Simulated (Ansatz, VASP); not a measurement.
# TiAl in VASP and in Ansatz

```xyz
2
Lattice="2.6272 0.0000 0.0000 -1.3136 2.2752 0.0000 0.0000 0.0000 5.5722" Properties=species:S:1:pos:R:3 pbc="T T T"
Ti    0.0000    0.0000    0.0000
Al    0.0000    1.5168    2.7861
```

Alike in both runs: task single point; functional r2SCAN; k mesh 24 × 24 × 12; occupations gaussian, width 0.15 eV; no spin polarisation.

|  | VASP | Ansatz |
| --- | --- | --- |
| version | VASP 6.6.1 | Ansatz 0.2.0 |
| potentials or method | VASP PAW PBE potentials, release 64 (Ti_sv, Al), cutoff 520 eV | scalar-relativistic, plane waves, PAW |
| valence electrons in the cell | 15 | 15 |

|  | VASP | Ansatz | Ansatz less VASP |
| --- | --- | --- | --- |
| gap on the k mesh at the Fermi level (eV) | none | none | - |
| pressure (GPa) | 4.3 | 4.2 | -0.08 |
| traceless stress, the component that is largest in VASP (GPa) | -31.33 | -31.23 | +0.105 |

VASP's potentials were made for PBE, not for r2SCAN. A gap of «none» marks a metal or a gap that the smearing closes.
